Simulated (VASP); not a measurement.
Set up this calculation in VASP 6.6.1, as the native input.

```
Task                   : single point
Functional             : PBE
Dispersion             : D3(BJ)
Potentials or basis    : VASP PAW PBE potentials, release 64 (Al, Cu, Zn)
Cutoff                 : 520 eV
k mesh                 : 7 × 7 × 1
Occupations            : gaussian, width 0.1 eV
Spin                   : no spin polarisation
Dipole correction      : yes
Further INCAR settings : LREAL = Auto; ALGO = Normal; EDIFF = 1e-07; NBANDS = 56
```

The structure of Al10ZnCu4 lies in POSCAR:

```
Al10ZnCu4
1.0
    4.8103827297      0.0000000000      0.0000000000
   -2.4051913649      4.2174816824      0.0000000000
    0.0000000000      0.0000000000     27.4349633647
Al Cu Zn
10 4 1
Direct
    0.4082048450      0.8164096901      0.3098236322
    0.0917951550      0.1835903099      0.3098236322
    0.7500000000      0.5000000000      0.3584641955
    0.2500000000      0.5000000000      0.4149095976
    0.9093115887      0.8186231774      0.4636354932
    0.5906884113      0.1813768226      0.4636354932
    0.2500000000      0.5000000000      0.5120298778
    0.7500000000      0.5000000000      0.5581484404
    0.4161211639      0.8322423278      0.6229719637
    0.0838788361      0.1677576722      0.6229719637
    0.7500000000      0.0000000000      0.3866868966
    0.2500000000      0.0000000000      0.3866868966
    0.2500000000      0.0000000000      0.5415863306
    0.7500000000      0.0000000000      0.5415863306
    0.7500000000      0.5000000000      0.6516542777
```

The input as run:

INCAR

```
PREC = Accurate
ENCUT = 520
EDIFF = 1E-7
ISMEAR = 0
SIGMA = 0.1
LREAL = Auto
LASPH = True
NELM = 100
ALGO = Normal
ISIF = 2
LWAVE = False
LCHARG = False
LDIPOL = True
IDIPOL = 3
DIPOL = 0.5 0.5 0.476
GGA = PE
IVDW = 12
NBANDS = 56
```

KPOINTS

```
Automatic mesh
0
Gamma
  7 7 1
```

Potentials or basis: VASP PAW PBE potentials, release 64 (Al, Cu, Zn).

The run is started by

```sh
$ cat potpaw_PBE.64/Al/POTCAR potpaw_PBE.64/Cu/POTCAR potpaw_PBE.64/Zn/POTCAR > POTCAR
$ mpirun -np 1 vasp_std > vasp.out
```

Results of the run:

```yaml
Largest_force: 0.247 eV/Å
Band_gap_on_the_k_mesh: zero (bands 43 and 44 overlap by 0.75 eV)
Dispersion_energy_per_atom: -0.325 eV
```

Wall time 13 min on 1 thread of Intel(R) Xeon(R) 6975P-C (Granite Rapids), on a shared host, peak memory 0.75 GiB.
